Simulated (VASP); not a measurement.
# MoW3 (I4/mmm) in VASP: further runs

The runs below take MoW3 through single point, relaxation of cell and atoms, with PBE.

Program: VASP 6.6.1. These are calculated values, not measurements. Logs are shortened: lines on timing, memory, paths and dates and some standing lists are left out, and cuts for length are marked.

## 1. The cell of the first run

The structure is tetragonal, space group I4/mmm (No. 139). Conventional cell: a = 3.789 Å, b = 3.789 Å, c = 9.136 Å, α = 90.00°, β = 90.00°, γ = 90.00°. Mo (site symmetry 4/mmm) has 12 W at 2.68 to 2.97 Å within 3.5 Å. Within 3.5 Å of W (site symmetry 4/mmm) lie 4 Mo at 2.68 Å and 8 W at 2.97 Å. Within 3.5 Å of W (site symmetry -4m2) lie 8 W at 2.68 to 2.97 Å and 4 Mo at 2.97 Å.

## 2. Single point, PBE

Contents of INCAR:

```
SYSTEM = MoW3
PREC = Accurate
ENCUT = 520
EDIFF = 1E-6
ISMEAR = 0
SIGMA = 0.1
LREAL = .False.
LASPH = .True.
NELM = 60
ALGO = Fast
ISIF = 2
LWAVE = .False.
LCHARG = .True.
GGA = PE
LELF = .True.
LVHAR = .True.
NBANDS = 36
```

Contents of KPOINTS:

```
regular mesh
0
Gamma
  6 6 6
  0 0 0
```

Contents of POSCAR:

```
MoW3
1.0
   -1.8943983861      1.8943983861      4.5682345091
    1.8943983861     -1.8943983861      4.5682345091
    1.8943983861      1.8943983861     -4.5682345091
Mo W
1 3
Direct
    0.0000000000      0.0000000000      0.0000000000
    0.5000000000      0.5000000000      0.0000000000
    0.2500000000      0.7500000000      0.5000000000
    0.7500000000      0.2500000000      0.5000000000
```

Potentials or basis: VASP PAW PBE potentials, release 64 (Mo_sv, W_sv).

The run is started by

```bash
$ cat potpaw_PBE.64/Mo_sv/POTCAR potpaw_PBE.64/W_sv/POTCAR > POTCAR
$ mpirun -np 1 vasp_std > vasp.out
```

OUTCAR:

```text
SYSTEM = MoW3
   PREC = Accurate
   ENCUT = 520
   EDIFF = 1E-6
   ISMEAR = 0
   LREAL = .False.
   LASPH = .True.
   NELM = 60
   ISIF = 2
   GGA = PE

 ion  position               nearest neighbor table
   1  0.000  0.000  0.000-   2 2.68   2 2.68   2 2.68   2 2.68   4 2.97   3 2.97   4 2.97   3 2.97
                             4 2.97   4 2.97   3 2.97   3 2.97
   2  0.500  0.500  0.000-   1 2.68   1 2.68   1 2.68   1 2.68   4 2.97   3 2.97   4 2.97   4 2.97
                             3 2.97   3 2.97   4 2.97   3 2.97
   3  0.250  0.750  0.500-   4 2.68   4 2.68   4 2.68   4 2.68   2 2.97   1 2.97   2 2.97   2 2.97
                             1 2.97   1 2.97   2 2.97   1 2.97
   4  0.750  0.250  0.500-   3 2.68   3 2.68   3 2.68   3 2.68   2 2.97   1 2.97   2 2.97   1 2.97
                             2 2.97   2 2.97   1 2.97   1 2.97

  LATTYP: Found a body centered tetragonal cell.
 ALAT       =     3.7887967722
 C/A-ratio  =     2.4114434127

  Lattice vectors:

 A1 = (  -1.8943983861,   1.8943983861,   4.5682345091)
 A2 = (   1.8943983861,  -1.8943983861,   4.5682345091)
 A3 = (   1.8943983861,   1.8943983861,  -4.5682345091)

Analysis of symmetry for initial positions (statically):
=====================================================================
 Subroutine PRICEL returns:
 Original cell was already a primitive cell.

 Routine SETGRP: Setting up the symmetry group for a
 body centered tetragonal supercell.

 Subroutine GETGRP returns: Found 16 space group operations
 (whereof 16 operations were pure point group operations)
 out of a pool of 16 trial point group operations.

The static configuration has the point symmetry D_4h.

Analysis of symmetry for dynamics (positions and initial velocities):
=====================================================================
 Subroutine PRICEL returns:
 Original cell was already a primitive cell.

 Routine SETGRP: Setting up the symmetry group for a
 body centered tetragonal supercell.

 Subroutine GETGRP returns: Found 16 space group operations
 (whereof 16 operations were pure point group operations)
 out of a pool of 16 trial point group operations.

The dynamic configuration has the point symmetry D_4h.

 Subroutine INISYM returns: Found 16 space group operations
 (whereof 16 operations are pure point group operations),
 and found     1 'primitive' translations

----------------------------------------------------------------------------------------

                                     Primitive cell

  volume of cell :      65.5769

  direct lattice vectors                    reciprocal lattice vectors
    -1.894398386  1.894398386  4.568234509     0.000000000  0.263936036  0.109451474
     1.894398386 -1.894398386  4.568234509     0.263936036  0.000000000  0.109451474
[... 96 lines left out ...]
   ISYM   =      2    0-nonsym 1-usesym 2-fastsym
   POTIM  = 0.5000    time-step for ionic-motion
   TEBEG  =    0.0;   TEEND  =   0.0 temperature during run
   PSTRESS=    0.0 pullay stress
   NELECT =      56.0000    total number of electrons
   NUPDOWN=      -1.0000    fix difference up-down
   EMIN   =  10.00;   EMAX   =-10.00  energy-range for DOS
   EFERMI =   0.00;   METHOD = LEGACY
   ISMEAR =     0;   SIGMA  =   0.10  broadening in eV -4-tet -1-fermi 0-gaus
   EFERMI_NEDOS =   21; number of points for ismear=-14 and -15
   IALGO  =     68    algorithm
   IMIX   =      4    mixing-type and parameters
     AMIX     =   0.40;   BMIX     =  1.00
     AMIX_MAG =   1.60;   BMIX_MAG =  1.00
  volume/ion in A,a.u.               =      16.39       110.63
  Fermi-wavevector in a.u.,A,eV,Ry     =   1.553175  2.935076 32.822066  2.412354
  Thomas-Fermi vector in A             =   2.657444
   LORBIT       =      0    0 simple, 1 ext, 2 COOP (PROOUT), +10 PAW based schemes
   GGA     = PE    functional components
   LHFCALC =     F    Hartree Fock is set to
   AEXX    =    0.0000 exact exchange contribution
   IVDW    =     0    specifies the selected vdW correction
   LEPSILON=     F    determine dielectric tensor
   LRPA    =     F    only Hartree local field effects (RPA)
 non-spin polarized calculation
 RMM-DIIS sequential band-by-band and
 Gauss-broadening in eV      SIGMA  =   0.10
  energy-cutoff  :      520.00
  volume of cell :       65.58
 maximum number of plane-waves:      1782
   NGX = 19   NGY = 19   NGZ = 19

 number of electron      55.9999998 magnetization

 Free energy of the ion-electron system (eV)
  ---------------------------------------------------
  ext. energy  EPLUGINS =         0.00000000
  ---------------------------------------------------
  free energy    TOTEN  =       -48.32518443 eV

  energy without entropy =      -48.30744768  energy(sigma->0) =      -48.31631605

 E-fermi :  11.1604     XC(G=0): -13.3570

 val. band max:       11.1325266606   @ k =  -0.1667   0.5000   0.1667
 cond. band min:      11.1648584106   @ k =   0.5000   0.5000  -0.0000
 fundamental gap:      0.0323317500
 Fermi energy:        11.1604380982

 k-point     1 :       0.0000    0.0000    0.0000
  band No.  band energies     occupation
      1     -62.9845      2.00000
      2     -62.9226      2.00000
      3     -62.8077      2.00000
      4     -49.8204      2.00000
      5     -27.5621      2.00000
      6     -27.5621      2.00000
[... 925 lines left out ...]
     35      14.8117      0.00000
     36      15.6738      0.00000

 [... further k-points ...]

------------------------ aborting loop because EDIFF is reached ----------------------------------------

  FORCE on cell =-STRESS in cart. coord.  units (eV):
  Direction    XX          YY          ZZ          XY          YZ          ZX
  --------------------------------------------------------------------------------------
  -------------------------------------------------------------------------------------
  Total        0.1917445      0.1917445      0.2337365      0.0000000     -0.0000000      0.0000000
  in kB        4.6847086      4.6847086      5.7106570      0.0000000     -0.0000000      0.0000000
  external PRESSURE =       5.0266914 kB  Pullay stress =       0.0000000 kB

 VOLUME and BASIS-vectors are now :
 -----------------------------------------------------------------------------
  energy-cutoff  :      520.00
  volume of cell :       65.58
      direct lattice vectors                 reciprocal lattice vectors
    -1.894398386  1.894398386  4.568234509     0.000000000  0.263936036  0.109451474
     1.894398386 -1.894398386  4.568234509     0.263936036  0.000000000  0.109451474
     1.894398386  1.894398386 -4.568234509     0.263936036  0.263936036  0.000000000

 POSITION                                       TOTAL-FORCE (eV/Angst)
 -----------------------------------------------------------------------------------
      0.00000      0.00000      0.00000        -0.000000     -0.000000     -0.000000
      0.00000      0.00000      4.56823        -0.000000     -0.000000     -0.000000
      1.89440     -0.00000      2.28412        -0.000000      0.000000      0.000000
     -0.00000      1.89440      2.28412         0.000000     -0.000000      0.000000
 -----------------------------------------------------------------------------------
    total drift:                               -0.000000     -0.000000      0.000000

  FREE ENERGIE OF THE ION-ELECTRON SYSTEM (eV)
  ---------------------------------------------------
  free  energy   TOTEN  =       -48.3251844263 eV

  energy  without entropy=      -48.3074476788  energy(sigma->0) =      -48.31631605
```

OSZICAR:

```text
N       E                     dE             d eps       ncg     rms          rms(c)
DAV:   1     0.713406669333E+03    0.71341E+03   -0.32142E+04  2160   0.178E+03
DAV:   2    -0.132888744348E+02   -0.72670E+03   -0.71185E+03  2316   0.571E+02
DAV:   3    -0.498814953392E+02   -0.36593E+02   -0.35120E+02  2632   0.123E+02
DAV:   4    -0.508042227722E+02   -0.92273E+00   -0.90431E+00  2560   0.178E+01
DAV:   5    -0.508182299841E+02   -0.14007E-01   -0.13967E-01  2528   0.233E+00    0.360E+01
RMM:   6    -0.487830139291E+02    0.20352E+01   -0.31217E+00  2217   0.111E+01    0.141E+01
RMM:   7    -0.483645009324E+02    0.41851E+00   -0.23650E+00  2381   0.845E+00    0.185E+00
RMM:   8    -0.483311343740E+02    0.33367E-01   -0.29203E-01  2725   0.260E+00    0.132E+00
RMM:   9    -0.483244513202E+02    0.66831E-02   -0.66521E-02  2736   0.125E+00    0.268E-01
RMM:  10    -0.483250930327E+02   -0.64171E-03   -0.12099E-02  3027   0.489E-01    0.867E-02
RMM:  11    -0.483251830437E+02   -0.90011E-04   -0.14286E-03  2993   0.201E-01    0.450E-02
RMM:  12    -0.483251810152E+02    0.20285E-05   -0.29095E-04  2938   0.966E-02    0.177E-02
RMM:  13    -0.483251866757E+02   -0.56604E-05   -0.51619E-05  3030   0.433E-02    0.120E-02
RMM:  14    -0.483251843229E+02    0.23527E-05   -0.10004E-05  2633   0.205E-02    0.190E-03
RMM:  15    -0.483251844263E+02   -0.10336E-06   -0.18212E-06  1763   0.974E-03
   1 F= -.48325184E+02 E0= -.48316316E+02  d E =-.177367E-01
```

stdout:

```text
POSCAR found type information on POSCAR MoW
 POSCAR found :  2 types and       4 ions
 scaLAPACK will be used
 LDA part: xc-table for (Slater+PW92), standard interpolation
 POSCAR, INCAR and KPOINTS ok, starting setup
 FFT: planning ... GRIDC
 FFT: planning ... GRID_SOFT
 FFT: planning ... GRID
 WAVECAR not read
 entering main loop
```

It took 74 s on 1 thread of AMD EPYC 9R45 (Zen 5), shared host; peak memory 0.24 GiB.

Results:

```
Free energy            : -48.3252 eV
Pressure               : 0.5 GPa
Band gap on the k mesh : zero (band 28 reaches 12.81 eV, above the bottom of band 29 at 10.60 eV)
```

Caveat: the k points lie up to 0.39 Å⁻¹ apart; spin-orbit coupling is left out, which moves the levels of the heavy elements.

## 3. Relaxation of cell and atoms, PBE

This run uses another cell than the first one, of 15.76 Å³/atom, 0.961 times its volume.

Contents of INCAR:

```
SYSTEM = MoW3
  PREC = Accurate
  ENCUT = 600
  EDIFF = 1E-7
  ISMEAR = 0
  SIGMA = 0.1
  LREAL = .False.
  LASPH = .True.
  NELM = 80
  ALGO = Normal
  ISIF = 3
  LWAVE = .False.
  LCHARG = .False.
  GGA = PE
  IBRION = 2
  NSW = 90
  EDIFFG = -0.04
```

KPOINTS is that of step 2.

Contents of POSCAR:

```
MoW3
1.0
   -1.9179079376      1.9179079376      4.2841579904
    1.9179079376     -1.9179079376      4.2841579904
    1.9179079376      1.9179079376     -4.2841579904
Mo W
1 3
Direct
    0.0000000000      0.0000000000      0.0000000000
    0.5000000000      0.5000000000      0.0000000000
    0.2500000000      0.7500000000      0.5000000000
    0.7500000000      0.2500000000      0.5000000000
```

Potentials or basis: VASP PAW PBE potentials, release 64 (Mo_sv, W_sv).

The run is started by

```bash
$ cat potpaw_PBE.64/Mo_sv/POTCAR potpaw_PBE.64/W_sv/POTCAR > POTCAR
$ mpirun -np 1 vasp_std > vasp.out
```

OUTCAR:

```text
SYSTEM = MoW3
   PREC = Accurate
   ENCUT = 600
   EDIFF = 1E-7
   ISMEAR = 0
   LREAL = .False.
   LASPH = .True.
   NELM = 80
   ISIF = 3
   GGA = PE
   IBRION = 2
   NSW = 90
   EDIFFG = -0.04

 ion  position               nearest neighbor table
   1  0.000  0.000  0.000-   2 2.71   2 2.71   2 2.71   2 2.71   4 2.88   3 2.88   4 2.88   3 2.88
                             4 2.88   4 2.88   3 2.88   3 2.88
   2  0.500  0.500  0.000-   1 2.71   1 2.71   1 2.71   1 2.71   4 2.88   3 2.88   4 2.88   4 2.88
                             3 2.88   3 2.88   4 2.88   3 2.88
   3  0.250  0.750  0.500-   4 2.71   4 2.71   4 2.71   4 2.71   2 2.88   1 2.88   2 2.88   2 2.88
                             1 2.88   1 2.88   2 2.88   1 2.88
   4  0.750  0.250  0.500-   3 2.71   3 2.71   3 2.71   3 2.71   2 2.88   1 2.88   2 2.88   1 2.88
                             2 2.88   2 2.88   1 2.88   1 2.88

  LATTYP: Found a body centered tetragonal cell.
 ALAT       =     3.8358158752
 C/A-ratio  =     2.2337662337

  Lattice vectors:

 A1 = (  -1.9179079376,   1.9179079376,   4.2841579904)
 A2 = (   1.9179079376,  -1.9179079376,   4.2841579904)
 A3 = (   1.9179079376,   1.9179079376,  -4.2841579904)

Analysis of symmetry for initial positions (statically):
=====================================================================
 Subroutine PRICEL returns:
 Original cell was already a primitive cell.

 Routine SETGRP: Setting up the symmetry group for a
 body centered tetragonal supercell.

[... 209 lines left out ...]

 number of electron      56.0000005 magnetization

 E-fermi :   9.4292     XC(G=0): -12.6926

 val. band max:        9.4118354385   @ k =   0.0000   0.0000   0.0000
 cond. band min:       9.4416512439   @ k =  -0.1667   0.3333   0.1667
 fundamental gap:      0.0298158053
 Fermi energy:         9.4291920688

 k-point     1 :       0.0000    0.0000    0.0000
  band No.  band energies     occupation
      1     -64.8588      2.00000
      2     -64.8205      2.00000
      3     -64.7533      2.00000
      4     -51.6379      2.00000
      5     -29.2135      2.00000
      6     -29.2048      2.00000
[... 924 lines left out ...]
  FREE ENERGIE OF THE ION-ELECTRON SYSTEM (eV)
  ---------------------------------------------------
  free  energy   TOTEN  =       -48.2406980120 eV

  energy  without entropy=      -48.2182633887  energy(sigma->0) =      -48.22948070

[... ionic steps 4 to 8 ...]

--------------------------------------- Ionic step        9  -------------------------------------------

 number of electron      56.0000000 magnetization

------------------------ aborting loop because EDIFF is reached ----------------------------------------
[... 71 lines left out ...]
--------------------------------------- Ionic step       11  -------------------------------------------

 number of electron      55.9999999 magnetization

 Free energy of the ion-electron system (eV)
  ---------------------------------------------------
  ext. energy  EPLUGINS =         0.00000000
  ---------------------------------------------------
  free energy    TOTEN  =       -48.32427603 eV

  energy without entropy =      -48.30655088  energy(sigma->0) =      -48.31541346

 E-fermi :  11.1444     XC(G=0): -13.3485

 val. band max:       11.1153307894   @ k =  -0.1667   0.5000   0.1667
 cond. band min:      11.1517439458   @ k =  -0.1667   0.3333   0.1667
 fundamental gap:      0.0364131564
 Fermi energy:        11.1443520565

 k-point     1 :       0.0000    0.0000    0.0000
  band No.  band energies     occupation
      1     -63.0081      2.00000
      2     -62.9470      2.00000
      3     -62.8315      2.00000
      4     -49.8433      2.00000
      5     -27.5854      2.00000
      6     -27.5854      2.00000
[... 886 lines left out ...]
  FREE ENERGIE OF THE ION-ELECTRON SYSTEM (eV)
  ---------------------------------------------------
  free  energy   TOTEN  =       -48.3242760301 eV

  energy  without entropy=      -48.3065508801  energy(sigma->0) =      -48.31541346

 reached required accuracy - stopping structural energy minimisation
```

Run time: 15 min. Hardware: 1 thread of AMD EPYC 7R13 (Zen 3), shared host; peak memory 0.28 GiB.

Results:

* Free energy: -48.3243 eV
* Relaxed volume: 16.42 Å³/atom
* Relaxed cell: a = 5.303 Å, b = 5.303 Å, c = 5.303 Å, α = 138.14°, β = 138.14°, γ = 60.69°
* Space group after relaxing (to 0.05 Å): I4/mmm (No. 139)
* Energy gained by relaxing: 52.0 meV/atom
* Ionic steps: 11
* Pressure after relaxing: 0.1 GPa
* Band gap on the k mesh: zero (band 28 reaches 12.80 eV, above the bottom of band 29 at 10.59 eV)

Stress tensor (GPa, compression positive):
```
 0.27  0.00  0.00
 0.00  0.27  0.00
 0.00  0.00 -0.16
```

Step by step:
```
step  energy change (eV)  largest force (eV/Å)  pressure (GPa)  volume (Å³)
   1              0.0000                0.0000           11.71        63.03
   2              0.5752                0.0000          -26.00        74.08
   3             -0.1244                0.0000           -2.31        66.13
   4             -0.1247                0.0000           -1.73        65.99
   5             -0.1943                0.0000           -0.19        65.70
   6             -0.2015                0.0000            1.36        65.41
   7             -0.2070                0.0000            0.58        65.56
   8             -0.2076                0.0000            0.75        65.52
   9             -0.2076                0.0000            0.80        65.51
  10             -0.2036                0.0000           -2.10        66.22
  11             -0.2080                0.0000            0.13        65.67
```

Final structure:
```yaml
crystal:
  lattice:
    - [-1.89415, 1.89415, 4.57614]
    - [1.89415, -1.89415, 4.57614]
    - [1.89415, 1.89415, -4.57614]
  atoms:
    - { symbol: Mo, position: [0.00000, 0.00000, 0.00000] }
    - { symbol: W, position: [0.50000, 0.50000, 0.00000] }
    - { symbol: W, position: [0.25000, 0.75000, 0.50000] }
    - { symbol: W, position: [0.75000, 0.25000, 0.50000] }
```

Caveat: the k points lie up to 0.39 Å⁻¹ apart in the final cell; spin-orbit coupling is left out, which moves the levels of the heavy elements.
